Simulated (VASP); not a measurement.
# PbS (Cmcm) in VASP: single point with LDA

Aim: the single point of PbS with LDA.

All numbers are computed with VASP 6.6.1; they aren't measurements. Logs are shortened: lines on timing, memory, paths and dates and some standing lists are left out, and cuts for length are marked.

## 1. The cell of the first run

Symmetry: Cmcm, No. 63, orthorhombic system. The conventional cell has a = 4.058 Å, b = 11.409 Å, c = 4.193 Å, α = 90.00°, β = 90.00°, γ = 90.00°. Within 3.7 Å of Pb (site symmetry m2m) lie 7 S at 2.67 to 3.65 Å and 2 Pb at 3.55 Å. S (site symmetry m2m) has 5 Pb at 2.67 to 2.92 Å within 3.5 Å.

## 2. Single point, LDA

Contents of INCAR:

```
PREC = Accurate
ENCUT = 520
EDIFF = 1E-7
ISMEAR = 0
SIGMA = 0.02
LREAL = F
LASPH = T
NELM = 100
ALGO = Normal
ISIF = 2
LWAVE = F
LCHARG = F
NBANDS = 28
```

Contents of KPOINTS:

```
regular mesh
0
Gamma
  8 8 6
```

Contents of POSCAR:

```
PbS
1.0
    2.0289502292     -5.7046211307      0.0000000000
    2.0289502292      5.7046211307      0.0000000000
    0.0000000000      0.0000000000      4.1932521599
Pb S
2 2
Direct
    0.8746338186      0.1253661814      0.7500000000
    0.1253661814      0.8746338186      0.2500000000
    0.6403954113      0.3596045887      0.7500000000
    0.3596045887      0.6403954113      0.2500000000
```

Potentials or basis: VASP PAW LDA potentials, release 64 (Pb_d, S).

Started as:

```console
$ cat potpaw_LDA.64/Pb_d/POTCAR potpaw_LDA.64/S/POTCAR > POTCAR
$ mpirun -np 1 vasp_std > vasp.out
```

OUTCAR:

```text
PREC = Accurate
   ENCUT = 520
   EDIFF = 1E-7
   ISMEAR = 0
   LREAL = F
   LASPH = T
   NELM = 100
   ISIF = 2

 ion  position               nearest neighbor table
   1  0.875  0.125  0.750-   3 2.67   4 2.92   4 2.92   4 2.92   4 2.92   2 3.55   2 3.55   2 4.07
                             2 4.07   2 4.07   2 4.07
   2  0.125  0.875  0.250-   4 2.67   3 2.92   3 2.92   3 2.92   3 2.92   1 3.55   1 3.55   1 4.07
                             1 4.07   1 4.07   1 4.07
   3  0.640  0.360  0.750-   1 2.67   2 2.92   2 2.92   2 2.92   2 2.92
   4  0.360  0.640  0.250-   2 2.67   1 2.92   1 2.92   1 2.92   1 2.92

  LATTYP: Found a base centered orthorhombic cell.
 ALAT       =     4.0579004584
 B/A-ratio  =     2.8116121572
 C/A-ratio  =     1.0333551064

  Lattice vectors:

 A1 = (   2.0289502292,  -5.7046211307,   0.0000000000)
 A2 = (   2.0289502292,   5.7046211307,   0.0000000000)
 A3 = (   0.0000000000,   0.0000000000,   4.1932521599)

Analysis of symmetry for initial positions (statically):
=====================================================================
 Subroutine PRICEL returns:
 Original cell was already a primitive cell.

 Routine SETGRP: Setting up the symmetry group for a
 base centered orthorhombic supercell.

 Subroutine GETGRP returns: Found  8 space group operations
 (whereof  4 operations were pure point group operations)
 out of a pool of  8 trial point group operations.

The static configuration has the point symmetry C_2h.
 The point group associated with its full space group is D_2h.

Analysis of symmetry for dynamics (positions and initial velocities):
=====================================================================
 Subroutine PRICEL returns:
 Original cell was already a primitive cell.

 Routine SETGRP: Setting up the symmetry group for a
 base centered orthorhombic supercell.

 Subroutine GETGRP returns: Found  8 space group operations
 (whereof  4 operations were pure point group operations)
 out of a pool of  8 trial point group operations.

The dynamic configuration has the point symmetry C_2h.
 The point group associated with its full space group is D_2h.

 Subroutine INISYM returns: Found  8 space group operations
 (whereof  4 operations are pure point group operations),
 and found     1 'primitive' translations

----------------------------------------------------------------------------------------

                                     Primitive cell

  volume of cell :      97.0687

  direct lattice vectors                    reciprocal lattice vectors
     2.028950229 -5.704621131  0.000000000     0.246432856 -0.087648240  0.000000000
     2.028950229  5.704621131  0.000000000     0.246432856  0.087648240  0.000000000
     0.000000000  0.000000000  4.193252160     0.000000000  0.000000000  0.238478384

  length of vectors
     6.054695804  6.054695804  4.193252160     0.261555666  0.261555666  0.238478384

  position of ions in fractional coordinates (direct lattice)
     0.874633819  0.125366181  0.750000000
     0.125366181  0.874633819  0.250000000
     0.640395411  0.359604589  0.750000000
     0.359604589  0.640395411  0.250000000

  ion indices of the primitive-cell ions
   primitive index   ion index
                 1           1
                 2           2
                 3           3
                 4           4

----------------------------------------------------------------------------------------

 KPOINTS: regular mesh

Automatic generation of k-mesh.
 Grid dimensions read from file:
 generate k-points for:    8    8    6

 Generating k-lattice:

  Cartesian coordinates                     Fractional coordinates (reciprocal lattice)
     0.030804107 -0.010956030  0.000000000     0.125000000 -0.000000000  0.000000000
     0.030804107  0.010956030  0.000000000    -0.000000000  0.125000000  0.000000000
     0.000000000  0.000000000  0.039746397     0.000000000  0.000000000  0.166666667

  Length of vectors
     0.032694458  0.032694458  0.039746397

  Shift w.r.t. Gamma in fractional coordinates (k-lattice)
     0.000000000  0.000000000  0.000000000

 Subroutine IBZKPT returns following result:
 ===========================================

 Found     84 irreducible k-points:

 Following reciprocal coordinates:
            Coordinates               Weight
  0.000000  0.000000  0.000000      1.000000
  0.125000  0.000000  0.000000      4.000000
  0.250000  0.000000  0.000000      4.000000
  0.375000  0.000000  0.000000      4.000000
  0.500000  0.000000  0.000000      2.000000
  0.125000  0.125000  0.000000      2.000000
[... 16 lines left out ...]
  0.125000  0.000000  0.166667      8.000000
  0.250000  0.000000  0.166667      8.000000
 [... further k-points ...]
   k-points           NKPTS =     84   k-points in BZ     NKDIM =     84   number of bands    NBANDS=     28
   number of dos      NEDOS =    301   number of ions     NIONS =      4
   total plane-waves  NPLWV =  73728
   dimension x,y,z NGX =    48 NGY =   48 NGZ =   32
   dimension x,y,z NGXF=    96 NGYF=   96 NGZF=   64
   ions per type =               2   2
   NGX,Y,Z   is equivalent  to a cutoff of  13.18, 13.18, 12.69 a.u.
   NGXF,Y,Z  is equivalent  to a cutoff of  26.36, 26.36, 25.37 a.u.
 SYSTEM =  unknown system
   PREC   = accura    normal or accurate (medium, high low for compatibility)
   ISTART =      0    job   : 0-new  1-cont  2-samecut
   ICHARG =      2    charge: 1-file 2-atom 10-const
   ISPIN  =      1    spin polarized calculation?
   LNONCOLLINEAR =      F non collinear calculations
   LSORBIT =      F    spin-orbit coupling
   LASPH  =      T    aspherical Exc in radial PAW
   ENCUT  =  520.0 eV  38.22 Ry    6.18 a.u.  11.26 11.26  7.80*2*pi/ulx,y,z
   NELM   =    100;   NELMIN=  2; NELMDL= -5     # of ELM steps
   EDIFF  = 0.1E-06   stopping-criterion for ELM
   LREAL  =      F    real-space projection
   EDIFFG = 0.1E-05   stopping-criterion for IOM
   NSW    =      0    number of steps for IOM
   IBRION =     -1    ionic relax: 0-MD 1-quasi-New 2-CG
   NFREE  =      0    steps in history (QN), initial steepest desc. (CG)
   ISIF   =      2    stress and relaxation
   ISYM   =      2    0-nonsym 1-usesym 2-fastsym
   POTIM  = 0.5000    time-step for ionic-motion
   TEBEG  =    0.0;   TEEND  =   0.0 temperature during run
   PSTRESS=    0.0 pullay stress
   NELECT =      40.0000    total number of electrons
   NUPDOWN=      -1.0000    fix difference up-down
   EMIN   =  10.00;   EMAX   =-10.00  energy-range for DOS
   EFERMI =   0.00;   METHOD = LEGACY
   ISMEAR =     0;   SIGMA  =   0.02  broadening in eV -4-tet -1-fermi 0-gaus
   EFERMI_NEDOS =   21; number of points for ismear=-14 and -15
   IALGO  =     38    algorithm
   IMIX   =      4    mixing-type and parameters
     AMIX     =   0.40;   BMIX     =  1.00
     AMIX_MAG =   1.60;   BMIX_MAG =  1.00
  volume/ion in A,a.u.               =      24.27       163.76
  Fermi-wavevector in a.u.,A,eV,Ry     =   1.218246  2.302152 20.192734  1.484124
  Thomas-Fermi vector in A             =   2.353539
   LORBIT       =      0    0 simple, 1 ext, 2 COOP (PROOUT), +10 PAW based schemes
   GGA     = CA    functional components
   LHFCALC =     F    Hartree Fock is set to
   AEXX    =    0.0000 exact exchange contribution
   IVDW    =     0    specifies the selected vdW correction
   LEPSILON=     F    determine dielectric tensor
   LRPA    =     F    only Hartree local field effects (RPA)
 non-spin polarized calculation
 Gauss-broadening in eV      SIGMA  =   0.02
  energy-cutoff  :      520.00
  volume of cell :       97.07
 maximum number of plane-waves:      2640
 NGX is ok and might be reduce to    48
   NGX = 23   NGY = 23   NGZ = 15

 number of electron      40.0000000 magnetization

 Free energy of the ion-electron system (eV)
  ---------------------------------------------------
  ext. energy  EPLUGINS =         0.00000000
  ---------------------------------------------------
  free energy    TOTEN  =       -19.87623821 eV

  energy without entropy =      -19.87623821  energy(sigma->0) =      -19.87623821

 E-fermi :   6.0035     XC(G=0): -10.3933

 val. band max:        5.8741468142   @ k =   0.5000   0.5000   0.3333
 cond. band min:       6.8279324592   @ k =   0.5000   0.5000   0.0000
 fundamental gap:      0.9537856450
 Fermi energy:         6.0035357700

 k-point     1 :       0.0000    0.0000    0.0000
  band No.  band energies     occupation
      1     -10.6885      2.00000
      2     -10.5593      2.00000
      3     -10.5497      2.00000
      4     -10.5143      2.00000
      5     -10.4711      2.00000
      6     -10.4704      2.00000
[... 20 lines left out ...]
     27      12.1125      0.00000
     28      12.8545      0.00000

 k-point     2 :       0.1250    0.0000    0.0000
  band No.  band energies     occupation
      1     -10.6755      2.00000
      2     -10.5568      2.00000
      3     -10.5435      2.00000
      4     -10.5037      2.00000
      5     -10.4810      2.00000
      6     -10.4721      2.00000
[... 20 lines left out ...]
     27      12.3509      0.00000
     28      13.0022      0.00000

 k-point     3 :       0.2500    0.0000    0.0000
  band No.  band energies     occupation
      1     -10.6422      2.00000
      2     -10.5514      2.00000
      3     -10.5328      2.00000
      4     -10.5005      2.00000
      5     -10.4866      2.00000
      6     -10.4797      2.00000
[... 20 lines left out ...]
     27      12.8437      0.00000
     28      13.4342      0.00000

 k-point     4 :       0.3750    0.0000    0.0000
  band No.  band energies     occupation
      1     -10.6023      2.00000
      2     -10.5469      2.00000
      3     -10.5348      2.00000
      4     -10.5200      2.00000
      5     -10.4948      2.00000
      6     -10.4851      2.00000
[... 20 lines left out ...]
     27      13.8196      0.00000
     28      14.1138      0.00000

 k-point     5 :       0.5000    0.0000    0.0000
  band No.  band energies     occupation
      1     -10.5768      2.00000
      2     -10.5468      2.00000
      3     -10.5450      2.00000
      4     -10.5290      2.00000
      5     -10.5001      2.00000
      6     -10.4861      2.00000
[... 20 lines left out ...]
     27      13.8304      0.00000
     28      14.6668      0.00000

 k-point     6 :       0.1250    0.1250    0.0000
  band No.  band energies     occupation
      1     -10.6464      2.00000
      2     -10.5557      2.00000
      3     -10.5296      2.00000
      4     -10.4907      2.00000
      5     -10.4892      2.00000
      6     -10.4849      2.00000
[... 463 lines left out ...]
      5     -10.4918      2.00000
      6     -10.4899      2.00000
[... 20 lines left out ...]
     27      12.7393      0.00000
     28      13.3899      0.00000

 k-point    22 :       0.0000    0.0000    0.1667
  band No.  band energies     occupation
      1     -10.6646      2.00000
      2     -10.5556      2.00000
      3     -10.5507      2.00000
      4     -10.5019      2.00000
      5     -10.4908      2.00000
      6     -10.4892      2.00000
[... 20 lines left out ...]
     27      11.9144      0.00000
     28      13.6990      0.00000

 k-point    23 :       0.1250    0.0000    0.1667
  band No.  band energies     occupation
      1     -10.6561      2.00000
      2     -10.5547      2.00000
      3     -10.5437      2.00000
      4     -10.5021      2.00000
      5     -10.4967      2.00000
      6     -10.4852      2.00000
[... 20 lines left out ...]
     27      12.7112      0.00000
     28      13.8872      0.00000

 k-point    24 :       0.2500    0.0000    0.1667
  band No.  band energies     occupation
      1     -10.6354      2.00000
      2     -10.5541      2.00000
      3     -10.5408      2.00000
      4     -10.5115      2.00000
      5     -10.5014      2.00000
      6     -10.4682      2.00000
[... 20 lines left out ...]
     27      13.4026      0.00000
     28      13.7407      0.00000

 [... further k-points ...]

------------------------ aborting loop because EDIFF is reached ----------------------------------------

  FORCE on cell =-STRESS in cart. coord.  units (eV):
  Direction    XX          YY          ZZ          XY          YZ          ZX
  --------------------------------------------------------------------------------------
  -------------------------------------------------------------------------------------
  Total        0.0414824      0.0063544      0.0288550      0.0000000     -0.0000000      0.0000000
  in kB        0.6846914      0.1048833      0.4762687      0.0000000     -0.0000000      0.0000000
  external PRESSURE =       0.4219478 kB  Pullay stress =       0.0000000 kB

 VOLUME and BASIS-vectors are now :
 -----------------------------------------------------------------------------
  energy-cutoff  :      520.00
  volume of cell :       97.07
      direct lattice vectors                 reciprocal lattice vectors
     2.028950229 -5.704621131  0.000000000     0.246432856 -0.087648240  0.000000000
     2.028950229  5.704621131  0.000000000     0.246432856  0.087648240  0.000000000
     0.000000000  0.000000000  4.193252160     0.000000000  0.000000000  0.238478384

 POSITION                                       TOTAL-FORCE (eV/Angst)
 -----------------------------------------------------------------------------------
      2.02895     -4.27429      3.14494         0.000000     -0.010935      0.000000
      2.02895      4.27429      1.04831         0.000000      0.010935     -0.000000
      2.02895     -1.60181      3.14494         0.000000      0.002524     -0.000000
      2.02895      1.60181      1.04831         0.000000     -0.002524     -0.000000
 -----------------------------------------------------------------------------------
    total drift:                                0.000000     -0.000000      0.000000

  FREE ENERGIE OF THE ION-ELECTRON SYSTEM (eV)
  ---------------------------------------------------
  free  energy   TOTEN  =       -19.8762382127 eV

  energy  without entropy=      -19.8762382127  energy(sigma->0) =      -19.87623821
```

It took 3.7 min on 1 thread of Intel Xeon Platinum 8259CL at 2.50GHz (Skylake/Cascade Lake), shared host; peak memory 0.33 GiB.

Results:

```
Free energy            : -19.8762 eV
Pressure               : 0.0 GPa
Largest force          : 0.011 eV/Å
Band gap on the k mesh : 0.95 eV (least direct gap 1.02 eV)
```

Forces in eV/Å, atoms in the order of the input:
```
Pb   0.000 -0.011  0.000
Pb   0.000  0.011  0.000
S    0.000  0.003  0.000
S    0.000 -0.003  0.000
```

Caveat: spin-orbit coupling is left out, which moves the levels of the heavy elements. A k mesh can miss the band edges.
